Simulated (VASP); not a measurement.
# SiC (P6_3mc) in VASP: further runs, part 2 of 3

VASP 6.6.1. The steps go on from the part before.

### Step 3. Single point, PBE (uniaxial z strain -2.0%)

File INCAR:

```
SYSTEM = SiC
  PREC = Accurate
  ENCUT = 520
  EDIFF = 1E-6
  ISMEAR = -1
  SIGMA = 0.02
  LREAL = .False.
  LASPH = .True.
  NELM = 100
  ALGO = Normal
  ISIF = 2
  LWAVE = .False.
  LCHARG = .False.
  GGA = PE
  NBANDS = 26
```

File KPOINTS:

```
regular mesh
0
Gamma
  12 12 4
  0 0 0
```

File POSCAR:

```
SiC
1.0
    3.0775550330      0.0000000000      0.0000000000
   -1.5387775165      2.6652408402      0.0000000000
    0.0000000000      0.0000000000      9.8751883303
Si C
4 4
Direct
    0.0000000000      0.0000000000     -0.0007470089
    0.3333333333      0.6666666667      0.2494250193
    0.0000000000      0.0000000000      0.4992529911
    0.6666666667      0.3333333333      0.7494250193
    0.0000000000      0.0000000000      0.1877907825
    0.3333333333      0.6666666667      0.4385312071
    0.0000000000      0.0000000000      0.6877907825
    0.6666666667      0.3333333333      0.9385312071
```

Potentials or basis: VASP PAW PBE potentials, release 64 (Si, C).

Command:

```bash
cat potpaw_PBE.64/Si/POTCAR potpaw_PBE.64/C/POTCAR > POTCAR
mpirun -np 1 vasp_std > vasp.out
```

OUTCAR:

```text
SYSTEM = SiC
   PREC = Accurate
   ENCUT = 520
   EDIFF = 1E-6
   ISMEAR = -1
   LREAL = .False.
   LASPH = .True.
   NELM = 100
   ISIF = 2
   GGA = PE

 ion  position               nearest neighbor table
   1  0.000  0.000  0.999-   5 1.86   8 1.88   8 1.88   8 1.88   4 3.04   4 3.04   4 3.04   2 3.04
                             2 3.04   2 3.04
   2  0.333  0.667  0.249-   6 1.87   5 1.88   5 1.88   5 1.88   3 3.04   3 3.04   3 3.04   1 3.04
                             1 3.04   1 3.04
   3  0.000  0.000  0.499-   7 1.86   6 1.88   6 1.88   6 1.88   2 3.04   2 3.04   2 3.04   4 3.04
                             4 3.04   4 3.04
   4  0.667  0.333  0.749-   8 1.87   7 1.88   7 1.88   7 1.88   1 3.04   1 3.04   1 3.04   3 3.04
                             3 3.04   3 3.04
   5  0.000  0.000  0.188-   1 1.86   2 1.88   2 1.88   2 1.88
   6  0.333  0.667  0.439-   2 1.87   3 1.88   3 1.88   3 1.88
   7  0.000  0.000  0.688-   3 1.86   4 1.88   4 1.88   4 1.88
   8  0.667  0.333  0.939-   4 1.87   1 1.88   1 1.88   1 1.88

  LATTYP: Found a hexagonal cell.
 ALAT       =     3.0775550330
 C/A-ratio  =     3.2087771703

  Lattice vectors:

 A1 = (   3.0775550330,   0.0000000000,   0.0000000000)
 A2 = (  -1.5387775165,   2.6652408402,   0.0000000000)
 A3 = (   0.0000000000,   0.0000000000,   9.8751883303)

Analysis of symmetry for initial positions (statically):
=====================================================================
 Subroutine PRICEL returns:
 Original cell was already a primitive cell.

 Routine SETGRP: Setting up the symmetry group for a
 hexagonal supercell.

 Subroutine GETGRP returns: Found 12 space group operations
 (whereof  6 operations were pure point group operations)
 out of a pool of 24 trial point group operations.

The static configuration has the point symmetry C_3v.
 The point group associated with its full space group is C_6v.

Analysis of symmetry for dynamics (positions and initial velocities):
[... 149 lines left out ...]
   GGA     = PE    functional components
   LHFCALC =     F    Hartree Fock is set to
   AEXX    =    0.0000 exact exchange contribution
   IVDW    =     0    specifies the selected vdW correction
   LEPSILON=     F    determine dielectric tensor
   LRPA    =     F    only Hartree local field effects (RPA)
 non-spin polarized calculation
  energy-cutoff  :      520.00
  volume of cell :       81.00
 maximum number of plane-waves:      2208
 NGX is ok and might be reduce to    24
   NGX = 11   NGY = 11   NGZ = 37

 number of electron      32.0000000 magnetization

 Free energy of the ion-electron system (eV)
  ---------------------------------------------------
  ext. energy  EPLUGINS =         0.00000000
  ---------------------------------------------------
  free energy    TOTEN  =       -60.14062679 eV

  energy without entropy =      -60.14062679  energy(sigma->0) =      -60.14062679

 E-fermi :   8.8543     XC(G=0): -11.4470

 val. band max:        8.5051972259   @ k =   0.0000   0.0000   0.0000
 cond. band min:      10.6941376903   @ k =   0.5000   0.0000   0.0000
 fundamental gap:      2.1889404645
 Fermi energy:         8.8542770142

 k-point     1 :       0.0000    0.0000    0.0000
  band No.  band energies     occupation
      1      -7.2336      2.00000
      2      -5.9993      2.00000
      3      -5.9566      2.00000
      4      -3.4369      2.00000
      5      -0.2402      2.00000
      6       4.1828      2.00000
[... 685 lines left out ...]
     25      17.2633      0.00000
     26      17.7959      0.00000

 [... further k-points ...]

------------------------ aborting loop because EDIFF is reached ----------------------------------------

  FORCE on cell =-STRESS in cart. coord.  units (eV):
  Direction    XX          YY          ZZ          XY          YZ          ZX
  --------------------------------------------------------------------------------------
  -------------------------------------------------------------------------------------
  Total        2.4198114      2.4198114      7.5964144      0.0000000      0.0000000      0.0000000
  in kB       47.8634967     47.8634967    150.2559074      0.0000000      0.0000000      0.0000000
  external PRESSURE =      81.9943002 kB  Pullay stress =       0.0000000 kB

 VOLUME and BASIS-vectors are now :
 -----------------------------------------------------------------------------
  energy-cutoff  :      520.00
  volume of cell :       81.00
      direct lattice vectors                 reciprocal lattice vectors
     3.077555033  0.000000000  0.000000000     0.324933263  0.187600307  0.000000000
    -1.538777516  2.665240840  0.000000000     0.000000000  0.375200614  0.000000000
     0.000000000  0.000000000  9.875188330     0.000000000  0.000000000  0.101263892

 POSITION                                       TOTAL-FORCE (eV/Angst)
 -----------------------------------------------------------------------------------
      0.00000      0.00000      9.86781        -0.000000      0.000000     -0.027265
     -0.00000      1.77683      2.46312        -0.000000     -0.000000     -0.018179
      0.00000      0.00000      4.93022         0.000000     -0.000000     -0.027265
      1.53878      0.88841      7.40071        -0.000000      0.000000     -0.018179
      0.00000      0.00000      1.85447         0.000000     -0.000000      0.028565
     -0.00000      1.77683      4.33058        -0.000000      0.000000      0.016879
      0.00000      0.00000      6.79206        -0.000000      0.000000      0.028565
      1.53878      0.88841      9.26817         0.000000     -0.000000      0.016879
 -----------------------------------------------------------------------------------
    total drift:                               -0.000000     -0.000000     -0.000571

  FREE ENERGIE OF THE ION-ELECTRON SYSTEM (eV)
  ---------------------------------------------------
  free  energy   TOTEN  =       -60.1406267910 eV

  energy  without entropy=      -60.1406267909  energy(sigma->0) =      -60.14062679
```

OSZICAR:

```text
N       E                     dE             d eps       ncg     rms          rms(c)
DAV:   1     0.751989755508E+02    0.75199E+02   -0.14430E+04  2964   0.109E+03
DAV:   2    -0.606401143032E+02   -0.13584E+03   -0.12638E+03  3972   0.198E+02
DAV:   3    -0.677289680136E+02   -0.70889E+01   -0.70380E+01  4024   0.416E+01
DAV:   4    -0.678133564939E+02   -0.84388E-01   -0.84288E-01  3816   0.535E+00
DAV:   5    -0.678147370207E+02   -0.13805E-02   -0.13798E-02  3974   0.649E-01    0.181E+01
DAV:   6    -0.603638990246E+02    0.74508E+01   -0.19587E+01  3808   0.195E+01    0.820E+00
DAV:   7    -0.601749852460E+02    0.18891E+00   -0.22765E+00  4036   0.675E+00    0.347E+00
DAV:   8    -0.601431962198E+02    0.31789E-01   -0.12309E-01  3632   0.166E+00    0.103E+00
DAV:   9    -0.601400527321E+02    0.31435E-02   -0.18235E-02  3718   0.725E-01    0.161E-01
DAV:  10    -0.601405416820E+02   -0.48895E-03   -0.14336E-03  3772   0.188E-01    0.779E-02
DAV:  11    -0.601406240884E+02   -0.82406E-04   -0.17855E-04  3590   0.835E-02    0.163E-02
DAV:  12    -0.601406256503E+02   -0.15619E-05   -0.81108E-06  3786   0.148E-02    0.592E-03
DAV:  13    -0.601406266591E+02   -0.10088E-05   -0.74453E-07  2556   0.473E-03    0.269E-03
DAV:  14    -0.601406267910E+02   -0.13186E-06   -0.83998E-08  1948   0.154E-03
   1 F= -.60140627E+02 E0= -.60140627E+02  d E =-.362265E-10
```

stdout:

```text
POSCAR found type information on POSCAR SiC
 POSCAR found :  2 types and       8 ions
 scaLAPACK will be used
 LDA part: xc-table for (Slater+PW92), standard interpolation
 POSCAR, INCAR and KPOINTS ok, starting setup
 FFT: planning ... GRIDC
 FFT: planning ... GRID_SOFT
 FFT: planning ... GRID
 WAVECAR not read
 entering main loop
```

Run time: 51 s. Hardware: 1 thread of Intel Xeon 6975P-C (Granite Rapids), shared host; peak memory 0.25 GiB.

What came out:

```yaml
Free_energy: -60.1406 eV
Pressure: 8.2 GPa
Largest_force: 0.029 eV/Å
Band_gap_on_the_k_mesh: 2.19 eV (least direct gap 3.40 eV)
```

Forces in eV/Å, atoms in the order of the input:
```
Si   0.000  0.000 -0.027
Si   0.000  0.000 -0.018
Si   0.000  0.000 -0.027
Si   0.000  0.000 -0.018
C    0.000  0.000  0.029
C    0.000  0.000  0.017
C    0.000  0.000  0.029
C    0.000  0.000  0.017
```

Levels at points of the mesh, in eV from the valence-band top:
| k point | band 14 | band 15 | band 16 | band 17 | band 18 | band 19 |
| --- | --- | --- | --- | --- | --- | --- |
| (0.00, 0.00, 0.00) | -0.14 | -0.14 | 0.00 | 4.88 | 5.50 | 6.20 |
| (0.50, 0.00, 0.00) | -2.20 | -1.58 | -1.21 | 2.19 | 2.20 | 4.11 |
| (0.00, 0.00, 0.50) | -0.37 | -0.37 | -0.37 | 5.10 | 5.10 | 6.66 |
| (0.50, 0.00, 0.50) | -2.55 | -1.68 | -1.68 | 2.51 | 2.51 | 4.22 |

Caveat: the cell differs from its parent crystal (uniaxial z strain -2.0%); the cell stands under pressure.

### Step 4. Single point, PBE

This run uses another cell than the first one, of 10.33 Å³/atom.

File INCAR:

```
PREC = Accurate ; ENCUT = 520
EDIFF = 1E-7 ; ISMEAR = -1
SIGMA = 0.02 ; LREAL = False
LASPH = True ; NELM = 80
ALGO = Normal ; ISIF = 2
LWAVE = False ; LCHARG = False
GGA = PE ; NBANDS = 26
```

File KPOINTS:

```
Automatic mesh
0
Gamma
  12 12 4
```

File POSCAR:

```
SiC
1.0
    3.0775550330      0.0000000000      0.0000000000
   -1.5387775165      2.6652408402      0.0000000000
    0.0000000000      0.0000000000     10.0767227861
Si C
4 4
Direct
    0.0000000000      0.0000000000     -0.0001405667
    0.3333333333      0.6666666667      0.2499083817
    0.0000000000      0.0000000000      0.4998594333
    0.6666666667      0.3333333333      0.7499083817
    0.0000000000      0.0000000000      0.1872833963
    0.3333333333      0.6666666667      0.4379487887
    0.0000000000      0.0000000000      0.6872833963
    0.6666666667      0.3333333333      0.9379487887
```

Potentials or basis: VASP PAW PBE potentials, release 64 (Si, C).

Command:

```bash
cat potpaw_PBE.64/Si/POTCAR potpaw_PBE.64/C/POTCAR > POTCAR
mpirun -np 1 vasp_std > vasp.out
```

OUTCAR:

```text
PREC = Accurate
   ENCUT = 520
   EDIFF = 1E-7
   ISMEAR = -1
   LREAL = False
   LASPH = True
   NELM = 80
   ISIF = 2
   GGA = PE

 ion  position               nearest neighbor table
   1  0.000  0.000  1.000-   8 1.88   8 1.88   8 1.88   5 1.89   4 3.08   4 3.08   4 3.08   2 3.08
                             2 3.08   2 3.08
   2  0.333  0.667  0.250-   5 1.89   5 1.89   5 1.89   6 1.89   3 3.08   3 3.08   3 3.08   1 3.08
                             1 3.08   1 3.08
   3  0.000  0.000  0.500-   6 1.88   6 1.88   6 1.88   7 1.89   2 3.08   2 3.08   2 3.08   4 3.08
                             4 3.08   4 3.08
[... 917 lines left out ...]
  in kB       34.8819088     34.8819088     33.7127766      0.0000000      0.0000000      0.0000000
  external PRESSURE =      34.4921981 kB  Pullay stress =       0.0000000 kB

 VOLUME and BASIS-vectors are now :
 -----------------------------------------------------------------------------
  energy-cutoff  :      520.00
  volume of cell :       82.65
      direct lattice vectors                 reciprocal lattice vectors
     3.077555033  0.000000000  0.000000000     0.324933263  0.187600307  0.000000000
    -1.538777516  2.665240840  0.000000000     0.000000000  0.375200614  0.000000000
     0.000000000  0.000000000 10.076722786     0.000000000  0.000000000  0.099238614

 POSITION                                       TOTAL-FORCE (eV/Angst)
 -----------------------------------------------------------------------------------
      0.00000      0.00000     10.07531        -0.000000      0.000000     -0.003027
     -0.00000      1.77683      2.51826        -0.000000      0.000000      0.004165
      0.00000      0.00000      5.03694        -0.000000      0.000000     -0.003027
      1.53878      0.88841      7.55662        -0.000000     -0.000000      0.004165
      0.00000      0.00000      1.88720         0.000000     -0.000000      0.004345
     -0.00000      1.77683      4.41309        -0.000000      0.000000     -0.005483
      0.00000      0.00000      6.92556        -0.000000     -0.000000      0.004345
      1.53878      0.88841      9.45145         0.000000     -0.000000     -0.005483
 -----------------------------------------------------------------------------------
    total drift:                               -0.000000     -0.000000     -0.000025

  FREE ENERGIE OF THE ION-ELECTRON SYSTEM (eV)
  ---------------------------------------------------
  free  energy   TOTEN  =       -60.2347460420 eV

  energy  without entropy=      -60.2347460420  energy(sigma->0) =      -60.23474604
```

OSZICAR:

```text
N       E                     dE             d eps       ncg     rms          rms(c)
DAV:   1     0.744035891389E+02    0.74404E+02   -0.14466E+04  2964   0.109E+03
DAV:   2    -0.605952660317E+02   -0.13500E+03   -0.12488E+03  3900   0.197E+02
DAV:   3    -0.675827487159E+02   -0.69875E+01   -0.69383E+01  4024   0.413E+01
DAV:   4    -0.676681535453E+02   -0.85405E-01   -0.85298E-01  3904   0.537E+00
DAV:   5    -0.676695999096E+02   -0.14464E-02   -0.14457E-02  3960   0.661E-01    0.177E+01
DAV:   6    -0.604295813013E+02    0.72400E+01   -0.19346E+01  3792   0.193E+01    0.796E+00
DAV:   7    -0.602681848233E+02    0.16140E+00   -0.21561E+00  4030   0.656E+00    0.341E+00
DAV:   8    -0.602371527003E+02    0.31032E-01   -0.11566E-01  3604   0.162E+00    0.103E+00
DAV:   9    -0.602341604768E+02    0.29922E-02   -0.17560E-02  3826   0.713E-01    0.161E-01
DAV:  10    -0.602346585947E+02   -0.49812E-03   -0.14710E-03  3766   0.188E-01    0.786E-02
DAV:  11    -0.602347429616E+02   -0.84367E-04   -0.19827E-04  3572   0.863E-02    0.164E-02
DAV:  12    -0.602347449134E+02   -0.19518E-05   -0.84919E-06  3830   0.155E-02    0.613E-03
DAV:  13    -0.602347458694E+02   -0.95603E-06   -0.61586E-07  3758   0.410E-03    0.218E-03
DAV:  14    -0.602347460691E+02   -0.19970E-06   -0.22985E-08  2360   0.842E-04    0.144E-03
DAV:  15    -0.602347460420E+02    0.27109E-07   -0.11985E-08  2016   0.637E-04
   1 F= -.60234746E+02 E0= -.60234746E+02  d E =-.318644E-11
```

Run time: 59 s. Hardware: 1 thread of Intel Xeon 6975P-C (Granite Rapids), shared host; peak memory 0.24 GiB.

Results:

| Property | Result |
| --- | --- |
| Free energy | -60.2347 eV |
| Pressure | 3.4 GPa |
| Largest force | 0.005 eV/Å |
| Band gap on the k mesh | 2.23 eV (least direct gap 3.35 eV) |

Forces in eV/Å, atoms in the order of the input:
```
Si   0.000  0.000 -0.003
Si   0.000  0.000  0.004
Si   0.000  0.000 -0.003
Si   0.000  0.000  0.004
C    0.000  0.000  0.004
C    0.000  0.000 -0.005
C    0.000  0.000  0.004
C    0.000  0.000 -0.005
```

Stress tensor (GPa, compression positive):
```
3.49 0.00 0.00
0.00 3.49 0.00
0.00 0.00 3.37
```

Caveat: the cell stands under pressure. A k mesh can miss the band edges.

(Part 2 of 3 ends here.)
